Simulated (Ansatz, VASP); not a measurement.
## Al in VASP and in Ansatz

```
Al
1.0
     2.82708    0.00000    0.00000
    -1.41354    2.44832    0.00000
     0.00000    0.00000    9.18599
Al
4
Direct
  0.00000 0.00000 0.00000
  0.33333 0.66667 0.25000
  0.00000 0.00000 0.50000
  0.66667 0.33333 0.75000
```

Alike in both runs: task single point; functional PBEsol; k mesh 6 × 6 × 2; no spin polarisation.

|  | VASP | Ansatz |
| --- | --- | --- |
| version | VASP 6.6.1 | Ansatz 0.2.0 |
| potentials or method | VASP PAW PBE potentials, release 64 (Al), cutoff 520 eV | plane waves, PAW |
| occupations | methfessel-paxton of order 1, width 0.1 eV | cold |
| valence electrons in the cell | 12 | 12 |

Ansatz gave:

- pressure (GPa): 2.0
- traceless stress, the component that is largest in VASP (GPa): 2.57

**Question.** Which values does VASP return?

**Answer.** Pressure (GPa): 2.0; traceless stress, the component that is largest in VASP (GPa): 2.46.

VASP's potentials were made for PBE, not for PBEsol.

The k mesh is coarse, so the values compare programs but aren't converged.
